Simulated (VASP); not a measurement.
Runs of VASP 6.6.1 on Cd. Symmetry: P6_3/mmc, No. 194, hexagonal system. The conventional cell has a = 2.882 Å, b = 2.882 Å, c = 5.638 Å, α = 90.00°, β = 90.00°, γ = 120.00°. Cd (site symmetry -6m2) has 12 Cd at 2.88 to 3.27 Å within 3.8 Å. 

| smearing | gap on the mesh (eV) | pressure (GPa) |
| --- | --- | --- |
| gaussian 0.6 eV | none | 0.2 |
| fermi-dirac 0.01 eV | none | 0.0 |
| fermi-dirac 0.1 eV | none | 0.0 |
| methfessel-paxton 0.6 eV | none | (a) |
| methfessel-paxton 0.3 eV | none | 0.0 |

Alike in all rows: task single point; level LDA; potentials or basis VASP PAW LDA potentials, release 64 (Cd_sv_GW); no spin polarisation; cell as given; k mesh 13 × 13 × 6; cutoff (eV) 630.

Task: Estimate the missing entries.

Result: (a) -0.1.

Caveats: so wide a smearing shifts energies and pressures (at least some runs).

A k mesh can miss the band edges, and the runs leave out spin-orbit coupling on Cd.

A gap of «none» marks levels without a gap at the run's occupations.
